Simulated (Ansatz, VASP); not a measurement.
## One calculation of WSe2, two programs

```xyz
3
Lattice="3.2703 0.0000 0.0000 -1.6351 2.8321 0.0000 0.0000 0.0000 16.6612" Properties=species:S:1:pos:R:3 pbc="T T T"
W     0.0000    0.0000    0.0000
Se    0.0000    1.8881    1.6728
Se    0.0000    1.8881   14.9884
```

Alike in both runs: functional PBEsol; k mesh 12 × 12 × 2; occupations gaussian, width 0.02 eV; no spin polarisation.

Ansatz relaxed the structure, and its values are those at the end. VASP's run is a single point on that final structure, the one shown.

|  | VASP | Ansatz |
| --- | --- | --- |
| version | VASP 6.6.1 | Ansatz 0.2.0 |
| potentials or method | VASP PAW PBE potentials, release 64 (W_sv, Se), cutoff 520 eV | scalar-relativistic, plane waves, PAW |
| valence electrons in the cell | 26 | 46 |

VASP gave:

```
gap on the k mesh at the Fermi level (eV) : 1.69
least direct gap on the mesh (eV)         : 1.69
rms of the force components (eV/Å)        : 0.028
```

Q: Which values does Ansatz return?

A: gap on the k mesh at the Fermi level (eV): 1.69; least direct gap on the mesh (eV): 1.69; rms of the force components (eV/Å): 0.001.

VASP's potentials were made for PBE, not for PBEsol. VASP's potentials hold 26 valence electrons a cell and Ansatz's 46, so a difference there can come from the potentials and not from the codes. Ansatz's warnings: xc potential rough in thin density.

Spin-orbit coupling is off throughout.
